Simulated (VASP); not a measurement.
**SnO: single point with HSE06**

SnO:

```
CELL_PARAMETERS angstrom
0.00000 2.53697 2.53697
2.53697 0.00000 2.53697
2.53697 2.53697 0.00000
ATOMIC_POSITIONS crystal
Sn 0.00000 0.00000 0.00000
O 0.50000 0.50000 0.50000
```

- Program: VASP 6.6.1
- Task: single point
- Functional: HSE06
- Potentials or basis: VASP PAW PBE potentials, release 64 (Sn_d, O)
- Cutoff: 520 eV
- k mesh: 4 × 4 × 4
- Occupations: gaussian, width 0.01 eV
- Spin: no spin polarisation
- Dipole correction: no
- Grid for exact exchange (PRECFOCK): Normal
- Further INCAR settings: ALGO = Normal; EDIFF = 1e-06; NBANDS = 17
- Share of exact exchange: 0.25
- Screening parameter: 0.2079 1/Å

- Pressure: -1.1 GPa
- Band gap on the k mesh: 1.29 eV (least direct gap 1.47 eV)

Levels at points of the mesh, in eV from the valence-band top:
```
           k point  band 6  band 7  band 8  band 9  band 10  band 11  band 12  band 13  band 14  band 15
(0.00, 0.00, 0.00)  -20.64   -7.00   -3.69   -3.69    -3.69     9.24     9.24     9.24    11.29    11.29
(0.50, 0.00, 0.00)  -19.99   -9.08   -3.47   -3.47    -0.18     1.29     5.49     5.49    10.88    15.60
(0.50, 0.50, 0.00)  -19.46   -7.04   -4.86   -4.86    -4.59     4.71     6.12     7.24     7.24    15.20
```

It took 9.1 min on 1 thread of Intel(R) Xeon(R) Platinum 8488C (Sapphire Rapids), with other jobs on the host, peak memory 0.27 GiB.

Caveat: the k points lie up to 0.54 Å⁻¹ apart; the structure was generated, so it needn't be the stable form of SnO; the PAW data sets were made with another functional, which shifts forces and pressure a little; spin-orbit coupling is left out, which moves the levels of the heavy elements. A k mesh can miss the band edges.
